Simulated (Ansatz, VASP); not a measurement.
Two plane-wave programs on Se3Br

INCAR

```
PREC = Accurate ; ENCUT = 520
EDIFF = 1E-6 ; ISMEAR = 0
SIGMA = 0.1 ; LREAL = False
LASPH = True ; NELM = 80
ALGO = Normal ; ISIF = 2
LWAVE = False ; LCHARG = True
GGA = PE ; LELF = True
LVHAR = True ; NBANDS = 20
```

Contents of KPOINTS:

```
Automatic mesh
0
Gamma
  8 8 8
```

File POSCAR:

```
Se3Br
1.0
   -1.9012420000      1.9012420000      8.4819000000
    1.9012420000     -1.9012420000      8.4819000000
    1.9012420000      1.9012420000     -8.4819000000
Se Br
3 1
Direct
    0.2500000000      0.7500000000      0.5000000000
    0.7500000000      0.2500000000      0.5000000000
    0.5000000000      0.5000000000      0.0000000000
    0.0000000000      0.0000000000      0.0000000000
```

Input for Ansatz:

```yaml
crystal:
  lattice:
    - [-1.901242, 1.901242, 8.4819]
    - [1.901242, -1.901242, 8.4819]
    - [1.901242, 1.901242, -8.4819]
  atoms:
    - { symbol: Se, position: [0.25, 0.75, 0.5] }
    - { symbol: Se, position: [0.75, 0.25, 0.5] }
    - { symbol: Se, position: [0.5, 0.5, 0.0] }
    - { symbol: Br, position: [0.0, 0.0, 0.0] }
basis:
  ecutwfc: 420
kpoints:
  mp_grid: { grid: [8, 8, 8] }
hamiltonian:
  xc: pbe
scf:
  occupations: { method: gaussian, width: 0.1 }
output:
  forces: true
  stress: true
  eigenvalues: true
```

Alike in both runs: task single point; functional PBE; k mesh 8 × 8 × 8; occupations gaussian, width 0.1 eV; no spin polarisation.

|  | VASP | Ansatz |
| --- | --- | --- |
| version | VASP 6.6.1 | Ansatz 0.2.0 |
| potentials or method | VASP PAW PBE potentials, release 64 (Se, Br), cutoff 520 eV | scalar-relativistic, plane waves, PAW |
| valence electrons in the cell | 25 | 55 |

```tsv
	VASP	Ansatz	Ansatz less VASP
gap on the k mesh at the Fermi level (eV)	none	none	-
pressure (GPa)	0.2	0.2	-0.01
```

A gap of «none» marks a metal or a gap that the smearing closes. With one functional, cell and mesh, what is left measures potentials, basis and numerics. VASP's potentials hold 25 valence electrons a cell and Ansatz's 55, so a difference there can come from the potentials and not from the codes.
